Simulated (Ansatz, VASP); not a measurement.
## AlN in VASP and in Ansatz

File INCAR:

```
ALGO     = Normal         # electronic algorithm
EDIFF    = 1E-7           # SCF threshold, eV
EDIFFG   = -0.002         # ionic threshold
ENCUT    = 600            # plane-wave cutoff, eV
GGA_COMPAT= F            
IBRION   = 2              # ionic algorithm
ISIF     = 3              # what is computed and relaxed
ISMEAR   = 0              # smearing method
LASPH    = T              # aspherical terms in the spheres
LCHARG   = F              # write CHGCAR
LREAL    = F              # projectors in reciprocal space
LWAVE    = F              # write WAVECAR
NELM     = 120            # most SCF steps
NELMIN   = 4            
NSW      = 100            # ionic steps
PREC     = Accurate       # precision mode
SIGMA    = 0.02           # smearing width, eV
```

Contents of KPOINTS:

```
k-points
0
Gamma
  8 8 8
```

Contents of POSCAR:

```
AlN
1.0
    0.0000000000      2.1839935600      2.1839935600
    2.1839935600      0.0000000000      2.1839935600
    2.1839935600      2.1839935600      0.0000000000
Al N
1 1
Direct
    0.0000000000      0.0000000000      0.0000000000
    0.2500000000      0.2500000000      0.2500000000
```

Input for Ansatz:

```yaml
crystal:
  lattice:
    - [0.0, 2.18399356, 2.18399356]
    - [2.18399356, 0.0, 2.18399356]
    - [2.18399356, 2.18399356, 0.0]
  atoms:
    - { symbol: Al, position: [0.0, 0.0, 0.0] }
    - { symbol: "N", position: [0.25, 0.25, 0.25] }
basis:
  ecutwfc: 420
kpoints:
  mp_grid: { grid: [8, 8, 8] }
hamiltonian:
  xc: lda
  pseudopotentials: { kind: paw, azcp: { folder: soft_1 } }
scf:
  occupations: { method: gaussian, width: 0.02 }
output:
  forces: true
  stress: true
  eigenvalues: true
relax:
  adjacent_minimum: "off"
  f_tol: 0.002
  max_steps: 80
  cell: { stress_tol: 0.02 }
```

Alike in both runs: task relaxation of cell and atoms; functional LDA; k mesh 8 × 8 × 8; occupations gaussian, width 0.02 eV; no spin polarisation.

|  | VASP | Ansatz |
| --- | --- | --- |
| version | VASP 6.6.1 | Ansatz 0.2.0 |
| potentials or method | VASP PAW LDA potentials, release 64 (Al, N), cutoff 600 eV | scalar-relativistic, plane waves, PAW |
| valence electrons in the cell | 8 | 8 |

```tsv
	VASP	Ansatz	Ansatz less VASP
gap on the k mesh at the Fermi level, each at its own relaxed structure (eV)	3.23	3.25	+0.020
relaxed volume (Å³/atom)	10.26	10.23	-0.028
relaxed cell length with the largest relative difference (Å)	3.073	3.070	-0.0028
```

Ansatz warns that its potentials were made for another functional, while VASP's fit it. LDA's correlation is that of Perdew and Zunger in VASP and of Perdew and Wang (1992) in Ansatz.
